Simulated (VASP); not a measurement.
A run of VASP 6.6.1 is set up as follows.

INCAR

```
SYSTEM = SnO
PREC     = Accurate       ! precision mode
ENCUT    = 600            ! plane-wave cutoff, eV
EDIFF    = 1E-6           ! SCF threshold, eV
ISMEAR   = -1             ! smearing method
SIGMA    = 0.05           ! smearing width, eV
LREAL    = .False.        ! projectors in reciprocal space
LASPH    = .True.         ! aspherical terms in the spheres
NELM     = 120            ! most SCF steps
ALGO     = Normal         ! electronic algorithm
ISIF     = 2              ! what is computed and relaxed
LWAVE    = .False.        ! write WAVECAR
LCHARG   = .False.        ! write CHGCAR
GGA      = PE             ! functional
IVDW     = 13             ! dispersion correction
NBANDS   = 28             ! bands
GGA_COMPAT= .False.
```

The input KPOINTS:

```
regular mesh
0
Gamma
  7 7 6
  0 0 0
```

The input POSCAR:

```
SnO
1.0
    3.8360116472      0.0000000000      0.0000000000
    0.0000000000      3.8360116472      0.0000000000
    0.0000000000      0.0000000000      4.7416873167
Sn O
2 2
Direct
    0.5000000000      0.0000000000      0.7557601449
    0.0000000000      0.5000000000      0.2442398551
    0.0000000000      0.0000000000      0.0000000000
    0.5000000000      0.5000000000      0.0000000000
```

Potentials or basis: VASP PAW PBE potentials, release 64 (Sn_d, O).

Command:

```console
$ cat potpaw_PBE.64/Sn_d/POTCAR potpaw_PBE.64/O/POTCAR > POTCAR
$ mpirun -np 1 vasp_std > vasp.out
```

Predict the pressure.

0.1 GPa.

Estimate the largest force.

0.074 eV/Å.

Forces on the atoms (eV/Å):
```
Sn   0.000  0.000 -0.074
Sn   0.000  0.000  0.074
O    0.000  0.000  0.000
O    0.000  0.000  0.000
```
